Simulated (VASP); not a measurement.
# NaF (Fm-3m) in VASP: density of states with PBE

Aim: the density of states of NaF with PBE.

All numbers are computed with VASP 6.6.1; they aren't measurements. Logs are shortened: lines on timing, memory, paths and dates and some standing lists are left out, and cuts for length are marked.

### 1 The cell of the first run

The structure is cubic, space group Fm-3m (No. 225). The conventional cell has a = 4.705 Å, b = 4.705 Å, c = 4.705 Å, α = 90.00°, β = 90.00°, γ = 90.00°. Within 3.1 Å of Na (site symmetry m-3m) lie 6 F at 2.35 Å. F (site symmetry m-3m) has 6 Na at 2.35 Å within 3.1 Å.

### 2 Density of states, PBE, non-collinear spin, zero start, spin-orbit coupling

POSCAR

```
NaF
1.0
    0.0000000000      2.3522705400      2.3522705400
    2.3522705400      0.0000000000      2.3522705400
    2.3522705400      2.3522705400      0.0000000000
Na F
1 1
Direct
    0.0000000000      0.0000000000      0.0000000000
    0.5000000000      0.5000000000      0.5000000000
```

INCAR.step1

```
PREC = Accurate
ENCUT = 520
EDIFF = 1E-6
ISMEAR = -1
SIGMA = 0.0125
LREAL = False
LASPH = True
NELM = 150
ALGO = Normal
ISIF = 2
LWAVE = False
LCHARG = True
MAGMOM = 0 0 0 0 0 0
LSORBIT = True
GGA_COMPAT = False
LORBMOM = True
GGA = PE
NBANDS = 26
```

KPOINTS.step1

```
regular mesh
0
Gamma
  9 9 9
```

INCAR.step2

```
PREC = Accurate
ENCUT = 520
EDIFF = 1E-6
ISMEAR = -5
SIGMA = 0.0125
LREAL = False
LASPH = True
NELM = 150
ALGO = Normal
ISIF = 2
LWAVE = False
LCHARG = False
MAGMOM = 0 0 0 0 0 0
LORBIT = 10
LSORBIT = True
GGA_COMPAT = False
LORBMOM = True
GGA = PE
NBANDS = 26
NEDOS = 1001
ICHARG = 11
```

KPOINTS.step2

```
regular mesh
0
Gamma
  14 14 14
```

Potentials or basis: VASP PAW PBE potentials, release 64 (Na_pv, F).

The run is started by

```
> cat potpaw_PBE.64/Na_pv/POTCAR potpaw_PBE.64/F/POTCAR > POTCAR
> cp INCAR.step1 INCAR
> cp KPOINTS.step1 KPOINTS
> mpirun -np 1 vasp_ncl > vasp.out
> cp INCAR.step2 INCAR
> cp KPOINTS.step2 KPOINTS
> mpirun -np 1 vasp_ncl > vasp.out
```

OUTCAR:

```text
PREC = Accurate
   ENCUT = 520
   EDIFF = 1E-6
   ISMEAR = -5
   LREAL = False
   LASPH = True
   NELM = 150
   ISIF = 2
   LORBIT = 10
   LSORBIT = True
   GGA = PE
   ICHARG = 11

 ion  position               nearest neighbor table
   1  0.000  0.000  0.000-
   2  0.500  0.500  0.500-

  LATTYP: Found a face centered cubic cell.
 ALAT       =     4.7045410800

  Lattice vectors:

 A1 = (   0.0000000000,   2.3522705400,   2.3522705400)
 A2 = (   2.3522705400,   0.0000000000,   2.3522705400)
 A3 = (   2.3522705400,   2.3522705400,   0.0000000000)

Analysis of symmetry for initial positions (statically):
=====================================================================
 Subroutine PRICEL returns:
 Original cell was already a primitive cell.

 Routine SETGRP: Setting up the symmetry group for a
 face centered cubic supercell.

 Subroutine GETGRP returns: Found 48 space group operations
 (whereof 48 operations were pure point group operations)
 out of a pool of 48 trial point group operations.

The static configuration has the point symmetry O_h .

Analysis of symmetry for dynamics (positions and initial velocities):
=====================================================================
 Subroutine PRICEL returns:
 Original cell was already a primitive cell.

 Routine SETGRP: Setting up the symmetry group for a
 face centered cubic supercell.

 Subroutine GETGRP returns: Found 48 space group operations
 (whereof 48 operations were pure point group operations)
 out of a pool of 48 trial point group operations.

The dynamic configuration has the point symmetry O_h .

Analysis of structural, dynamic, and magnetic symmetry:
=====================================================================
 Subroutine PRICEL returns:
 Original cell was already a primitive cell.

 Routine SETGRP: Setting up the symmetry group for a
 face centered cubic supercell.

 Subroutine GETGRP returns: Found 48 space group operations
 (whereof 48 operations were pure point group operations)
 out of a pool of 48 trial point group operations.

The overall configuration has the point symmetry O_h .

 Subroutine INISYM returns: Found 48 space group operations
 (whereof 48 operations are pure point group operations),
 and found     1 'primitive' translations

----------------------------------------------------------------------------------------

[... 867 lines left out ...]
      0.00000      0.00000      0.00000         0.000000      0.000000      0.000000
      2.35227      2.35227      2.35227        -0.000000     -0.000000     -0.000000
 -----------------------------------------------------------------------------------
    total drift:                                0.000000      0.000000      0.000000

  FREE ENERGIE OF THE ION-ELECTRON SYSTEM (eV)
  ---------------------------------------------------
  free  energy   TOTEN  =        -8.5700175759 eV

  energy  without entropy=       -8.5700175759  energy(sigma->0) =       -8.57001758

 orbital moment (x)

 # of ion     p       tot
 --------------------------------
  1         0.000   0.000
  2         0.000   0.000
 --------------------------------
            0.000   0.000

 orbital moment (y)

 # of ion     p       tot
 --------------------------------
  1         0.000   0.000
  2         0.000   0.000
 --------------------------------
            0.000   0.000

 orbital moment (z)

 # of ion     p       tot
 --------------------------------
  1         0.000   0.000
  2         0.000   0.000
 --------------------------------
            0.000   0.000

 Spin-Orbit-Coupling matrix elements

 Ion:    1  E_soc:     -0.0007268
 l=   1
     0.0000000    -0.0001211    -0.0001211
    -0.0001211     0.0000000    -0.0001211
    -0.0001211    -0.0001211     0.0000000
 l=   2
     0.0000000     0.0000000     0.0000000     0.0000000     0.0000000
     0.0000000     0.0000000     0.0000000     0.0000000     0.0000000
     0.0000000     0.0000000     0.0000000     0.0000000     0.0000000
     0.0000000     0.0000000     0.0000000     0.0000000     0.0000000
     0.0000000     0.0000000     0.0000000     0.0000000     0.0000000
 l=   3
     0.0000000     0.0000000     0.0000000     0.0000000     0.0000000     0.0000000     0.0000000
     0.0000000     0.0000000     0.0000000     0.0000000     0.0000000     0.0000000     0.0000000
     0.0000000     0.0000000     0.0000000     0.0000000     0.0000000     0.0000000     0.0000000
     0.0000000     0.0000000     0.0000000     0.0000000     0.0000000     0.0000000     0.0000000
     0.0000000     0.0000000     0.0000000     0.0000000     0.0000000     0.0000000     0.0000000
     0.0000000     0.0000000     0.0000000     0.0000000     0.0000000     0.0000000     0.0000000
     0.0000000     0.0000000     0.0000000     0.0000000     0.0000000     0.0000000     0.0000000

 Ion:    2  E_soc:     -0.0003678
 l=   1
     0.0000000    -0.0000613    -0.0000613
    -0.0000613     0.0000000    -0.0000613
    -0.0000613    -0.0000613     0.0000000
 l=   2
     0.0000000     0.0000000     0.0000000     0.0000000     0.0000000
     0.0000000     0.0000000     0.0000000     0.0000000     0.0000000
     0.0000000     0.0000000     0.0000000     0.0000000     0.0000000
     0.0000000     0.0000000     0.0000000     0.0000000     0.0000000
     0.0000000     0.0000000     0.0000000     0.0000000     0.0000000
 l=   3
     0.0000000     0.0000000     0.0000000     0.0000000     0.0000000     0.0000000     0.0000000
     0.0000000     0.0000000     0.0000000     0.0000000     0.0000000     0.0000000     0.0000000
     0.0000000     0.0000000     0.0000000     0.0000000     0.0000000     0.0000000     0.0000000
     0.0000000     0.0000000     0.0000000     0.0000000     0.0000000     0.0000000     0.0000000
     0.0000000     0.0000000     0.0000000     0.0000000     0.0000000     0.0000000     0.0000000
     0.0000000     0.0000000     0.0000000     0.0000000     0.0000000     0.0000000     0.0000000
     0.0000000     0.0000000     0.0000000     0.0000000     0.0000000     0.0000000     0.0000000

 total charge

# of ion       s       p       d       tot
------------------------------------------
    1        0.046   5.989   0.000   6.036
    2        1.728   4.373   0.000   6.101
--------------------------------------------------
tot          1.775  10.363   0.000  12.137

 magnetization (x)

# of ion       s       p       d       tot
------------------------------------------
    1       -0.000  -0.000   0.000  -0.000
    2        0.000   0.000   0.000   0.000
--------------------------------------------------
tot         -0.000  -0.000   0.000  -0.000

 magnetization (y)

# of ion       s       p       d       tot
------------------------------------------
    1        0.000   0.000   0.000   0.000
    2       -0.000   0.000   0.000  -0.000
--------------------------------------------------
tot         -0.000   0.000   0.000  -0.000

 magnetization (z)

# of ion       s       p       d       tot
------------------------------------------
    1        0.000   0.000   0.000   0.000
    2        0.000  -0.000   0.000   0.000
--------------------------------------------------
tot          0.000  -0.000   0.000   0.000
```

It took 3 min on 1 thread of AMD EPYC 7R43 (Zen 3), shared host; peak memory 0.25 GiB.

Results:

| Quantity | Value |
| --- | --- |
| Net moment | 0.00 μB per cell |
| Valence electrons inside the program's atomic spheres | Na 6.04; F 6.10 |

Moments on the atoms (μB; x, y, z):
```
Na  0.00 0.00 0.00
F   0.00 0.00 0.00
```
